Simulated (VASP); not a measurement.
A run of VASP 6.6.1 is set up as follows.

Contents of INCAR:

```
SYSTEM = HgTe
  ALGO = Normal
  EDIFF = 1E-6
  EDIFFG = -0.02
  ENCUT = 520
  GGA = PE
  IBRION = 2
  ISIF = 2
  ISMEAR = -1
  LASPH = .True.
  LCHARG = .False.
  LREAL = .False.
  LWAVE = .False.
  NELM = 80
  NSW = 80
  PREC = Accurate
  SIGMA = 0.05
```

Contents of KPOINTS:

```
k-points
0
Gamma
  14 14 14
  0 0 0
```

POSCAR

```
HgTe
1.0
    0.0000000000      2.9599451983      2.9599451983
    2.9599451983      0.0000000000      2.9599451983
    2.9599451983      2.9599451983      0.0000000000
Hg Te
1 1
Direct
    0.0000000000      0.0000000000      0.0000000000
    0.5000000000      0.5000000000      0.5000000000
```

Potentials or basis: VASP PAW PBE potentials, release 64 (Hg, Te).

Launch:

```sh
$ cat potpaw_PBE.64/Hg/POTCAR potpaw_PBE.64/Te/POTCAR > POTCAR
$ mpirun -np 1 vasp_std > vasp.out
```

Problem. What does it give for the band gap on the k mesh?

Solution. Zero (bands 9 and 10 overlap by 3.01 eV).

Final structure:
```
Hg Te
1.0
     0.00000    2.95995    2.95995
     2.95995    0.00000    2.95995
     2.95995    2.95995    0.00000
Hg Te
1 1
Direct
  0.00000 0.00000 0.00000
  0.50000 0.50000 0.50000
```

Caveat: the relaxation stopped at its first step, so nothing moved; spin-orbit coupling is left out, which moves the levels of the heavy elements.
